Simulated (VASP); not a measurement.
Wanted: the native input for a VASP 6.6.1 run.

| Property | Result |
| --- | --- |
| Task | single point |
| Functional | PBE |
| Potentials or basis | VASP PAW PBE potentials, release 64 (Ge_d) |
| Cutoff | 520 eV |
| k mesh | 14 × 14 × 14 |
| Occupations | gaussian, width 0.15 eV |
| Spin | no spin polarisation |
| Dipole correction | no |
| Further INCAR settings | ALGO = Normal; EDIFF = 1e-06; NBANDS = 21 |

The structure of Ge lies in POSCAR:

```
Ge
1.0
    0.0000000000      2.9702085000      2.8287700000
    2.9702085000      0.0000000000      2.8287700000
    2.9702085000      2.9702085000      0.0000000000
Ge
2
Direct
    0.5000000000      0.5000000000      0.5000000000
    0.7500000000      0.7500000000      0.7500000000
```

This cell differs from its parent crystal: strain +0.050 along x and y, +0.000 along z.

These files were run (other wordings do the same):

INCAR

```
SYSTEM = Ge
ALGO = Normal ; EDIFF = 1E-6
ENCUT = 520 ; GGA = PE
ISIF = 2 ; ISMEAR = 0
LASPH = .True. ; LCHARG = .False.
LREAL = .False. ; LWAVE = .False.
NBANDS = 21 ; NELM = 60
PREC = Accurate ; SIGMA = 0.15
```

KPOINTS

```
k-points
0
Gamma
  14 14 14
  0 0 0
```

Potentials or basis: VASP PAW PBE potentials, release 64 (Ge_d).

Run with:

```sh
$ cat potpaw_PBE.64/Ge_d/POTCAR > POTCAR
$ mpirun -np 1 vasp_std > vasp.out
```

Results of the run:

| Quantity | Value |
| --- | --- |
| Pressure | -2.3 GPa |
| Band gap on the k mesh | zero (band 14 reaches 4.08 eV, above the bottom of band 15 at 3.96 eV) |

Caveat: the cell differs from its parent crystal (strain +0.050 along x and y, +0.000 along z).

Run time: 63 s on 1 thread of Intel(R) Xeon(R) 6975P-C (Granite Rapids), on a shared host, peak memory 0.32 GiB.
